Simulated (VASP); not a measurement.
Write the native input for VASP 6.6.1 that does the following.

* Task: single point
* Functional: PBE
* Potentials or basis: VASP PAW PBE potentials, release 64 (H, C, O)
* Cutoff: 520 eV
* k mesh: 2 × 2 × 1
* Occupations: fermi-dirac, width 0.05 eV
* Spin: no spin polarisation
* Dipole correction: no
* Further INCAR settings: LREAL = Auto; ALGO = Normal; EDIFF = 1e-07; NBANDS = 57

The structure of H4C3O4 lies in POSCAR:

```
H4C3O4
1.0
    5.1539000000      0.0000000000      0.0000000000
   -0.4908560000      5.3013240000      0.0000000000
   -1.6014840000     -2.6888250000      7.5455130000
H C O
8 6 8
Direct
    0.5396053676      0.7412947009      0.8164322293
    0.4466382246      0.1985365420      0.0988932098
    0.4439119273      0.9004249930      0.6864874529
    0.5084503637      0.0085098257      0.2643955421
    0.8084954787      0.6176775312      0.0449671215
    0.0057033382      0.4736166038      0.8280550309
    0.8990962826      0.8170269121      0.4220521521
    0.1534628939      0.3109324958      0.5861496760
    0.7879270006      0.7462777523      0.6124832069
    0.2157304242      0.2671237199      0.3328998307
    0.7792924165      0.1610357428      0.8375043552
    0.1334200556      0.8417827055      0.0692729573
    0.6352516142      0.8443876074      0.7461520509
    0.3334638960      0.0748262314      0.1893310634
   -0.0552360512      0.2480879860      0.7614459083
    0.8690426271      0.8041189623      0.0698428324
    0.7072587278      0.3076665271      0.9705503125
    0.2113716909      0.6555967773     -0.0361009251
    0.9885540330      0.6329834133      0.6439058550
    0.1523138237      0.4960064068      0.3193553573
    0.7427777487      0.7987461973      0.4668999974
    0.1889343176      0.1891712008      0.4759914932
```

The input as run:

INCAR

```
PREC = Accurate ; ENCUT = 520
EDIFF = 1E-7 ; ISMEAR = -1
SIGMA = 0.05 ; LREAL = Auto
LASPH = T ; NELM = 100
ALGO = Normal ; ISIF = 2
LWAVE = F ; LCHARG = F
GGA = PE ; NBANDS = 57
```

KPOINTS

```
Automatic mesh
0
Gamma
  2 2 1
```

Potentials or basis: VASP PAW PBE potentials, release 64 (H, C, O).

Run with:

```bash
$ cat potpaw_PBE.64/H/POTCAR potpaw_PBE.64/C/POTCAR potpaw_PBE.64/O/POTCAR > POTCAR
$ mpirun -np 1 vasp_std > vasp.out
```

Results of the run:

```json
{"Pressure": "-2.0 GPa", "Largest force": "5.466 eV/Å", "Band gap on the k mesh": "3.47 eV (least direct gap 3.56 eV)"}
```

Caveat: the k points lie up to 0.83 Å⁻¹ apart, too coarse for converged energies, forces and pressures; the atoms stand as in a frame of molecular dynamics; this functional lacks dispersion, which holds the molecules together, so the pressure and a relaxed volume are unreliable; forces of over 1 eV/Å act on the atoms, so gaps and moduli don't describe the material at rest.

Wall time 100 s on 1 thread of Intel(R) Xeon(R) Platinum 8259CL CPU @ 2.50GHz (Skylake/Cascade Lake), on a shared host, peak memory 0.3 GiB.
